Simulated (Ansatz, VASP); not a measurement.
**One calculation of Ge, two programs**

```
CELL_PARAMETERS angstrom
3.00153 0.00000 0.00000
-1.50077 2.59940 0.00000
0.00000 0.00000 4.93936
ATOMIC_POSITIONS crystal
Ge 0.33333 0.66667 0.25000
Ge 0.66667 0.33333 0.75000
```

Alike in both runs: functional PBE; k mesh 16 × 16 × 9; occupations fermi-dirac, width 0.05 eV; non-collinear spin, spin-orbit coupling.

Ansatz relaxed the structure, and its values are those at the end. VASP's run is a single point on that final structure, the one shown.

|  | VASP | Ansatz |
| --- | --- | --- |
| version | VASP 6.6.1 | Ansatz 0.2.0 |
| potentials or method | VASP PAW PBE potentials, release 64 (Ge_d) | PAW with Ansatz's default frozen-core files, fully relativistic files with spin-orbit coupling |
| plane-wave cutoff (eV) | 520 | 420 |
| valence electrons in the cell | 28 | 28 |

```tsv
	VASP	Ansatz	Ansatz less VASP
pressure (GPa)	-0.1	0.0	+0.07
net moment per atom (μB)	0.00	0.00	0.000
```
